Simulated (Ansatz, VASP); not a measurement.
Si3F in VASP and in Ansatz

```
Si F
1.0
     0.00000    3.11443    3.11443
     3.11443    0.00000    3.11443
     3.11443    3.11443    0.00000
Si F
3 1
Direct
  0.75000 0.75000 0.75000
  0.25000 0.25000 0.25000
  0.00000 0.00000 0.00000
  0.50000 0.50000 0.50000
```

Alike in both runs: task single point; functional PBE; k mesh 6 × 6 × 6; occupations gaussian, width 0.1 eV; collinear spin.

|  | VASP | Ansatz |
| --- | --- | --- |
| version | VASP 6.6.1 | Ansatz 0.2.0 |
| potentials or method | VASP PAW PBE potentials, release 64 (Si, F), cutoff 520 eV | scalar-relativistic, plane waves, PAW |
| valence electrons in the cell | 19 | 19 |

|  | VASP | Ansatz | Ansatz less VASP |
| --- | --- | --- | --- |
| gap on the k mesh at the Fermi level (eV) | none | none | - |
| pressure (GPa) | -8.6 | -8.5 | +0.10 |
| net moment per atom (μB) | 0.00 | 0.00 | 0.000 |

A gap of «none» marks a metal or a gap that the smearing closes. Ansatz's warnings: seeded moment not kept.
